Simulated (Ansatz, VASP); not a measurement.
## CaSi2N2: VASP beside Ansatz

```
Ca Si N
1.0
    -2.19035    2.94522    3.38445
     2.19035   -2.94522    3.38445
     2.19035    2.94522   -3.38445
Ca Si N
1 2 2
Direct
  0.00000 0.00000 0.00000
  0.50000 0.24122 0.74122
  0.50000 0.75878 0.25878
  0.27355 0.50000 0.77355
  0.72645 0.50000 0.22645
```

Change from the starting cell: species swapped into the Ce2ZnNi2 type (Immm, No. 71).

Alike in both runs: functional PBE; k mesh 10 × 10 × 10; occupations gaussian, width 0.1 eV; no spin polarisation.

Ansatz relaxed the structure, and its values are those at the end. VASP's run is a single point on that final structure, the one shown.

|  | VASP | Ansatz |
| --- | --- | --- |
| version | VASP 6.6.1 | Ansatz 0.2.0 |
| potentials or method | VASP PAW PBE potentials, release 64 (Ca_sv, Si, N), cutoff 520 eV | scalar-relativistic, plane waves, PAW |
| valence electrons in the cell | 28 | 28 |

```csv
,VASP,Ansatz,Ansatz less VASP
gap on the k mesh at the Fermi level (eV),none,none,-
pressure (GPa),0.0,0.0,0.00
rms of the force components (eV/Å),0.013,0.002,-0.0116
```

A gap of «none» marks a metal or a gap that the smearing closes.
